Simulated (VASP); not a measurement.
Set up this calculation in VASP 6.6.1, as the native input.

* Task: single point
* Functional: revPBE
* Dispersion: D3(BJ)
* Potentials or basis: VASP PAW PBE potentials, release 64 (W_sv)
* Cutoff: 520 eV
* k mesh: 12 × 12 × 12
* Occupations: methfessel-paxton, width 0.1 eV
* Spin: no spin polarisation
* Dipole correction: no
* Further INCAR settings: ALGO = Normal; EDIFF = 1e-06; NBANDS = 13

The structure of W lies in POSCAR:

```
W
1.0
   -1.5748671634      1.5748671634      1.5748671634
    1.5748671634     -1.5748671634      1.5748671634
    1.5748671634      1.5748671634     -1.5748671634
W
1
Direct
    0.0000000000      0.0000000000      0.0000000000
```

The input as run:

INCAR

```
PREC     = Accurate       # precision mode
ENCUT    = 520            # plane-wave cutoff, eV
EDIFF    = 1E-6           # SCF threshold, eV
ISMEAR   = 1              # smearing method
SIGMA    = 0.1            # smearing width, eV
LREAL    = F              # projectors in reciprocal space
LASPH    = T              # aspherical terms in the spheres
NELM     = 80             # most SCF steps
ALGO     = Normal         # electronic algorithm
ISIF     = 2              # what is computed and relaxed
LWAVE    = F              # write WAVECAR
LCHARG   = T              # write CHGCAR
GGA      = RE             # functional
IVDW     = 12             # dispersion correction
LELF     = T              # ELF
LVHAR    = T            
NBANDS   = 13             # bands
```

KPOINTS

```
Automatic mesh
0
Gamma
  12 12 12
```

Potentials or basis: VASP PAW PBE potentials, release 64 (W_sv).

Launch:

```bash
$ cat potpaw_PBE.64/W_sv/POTCAR > POTCAR
$ mpirun -np 1 vasp_std > vasp.out
```

Results of the run:

| Property | Result |
| --- | --- |
| Pressure | 0.7 GPa |
| Band gap on the k mesh | zero (bands 7 and 8 overlap by 6.52 eV) |
| Dispersion energy per atom | -1.269 eV |

Caveat: the PAW data sets were made with another functional, which shifts forces and pressure a little; spin-orbit coupling is left out, which moves the levels of the heavy elements.

Run time: 11 s on 1 thread of Intel Xeon 8259CL (shared host), peak memory 0.14 GiB.
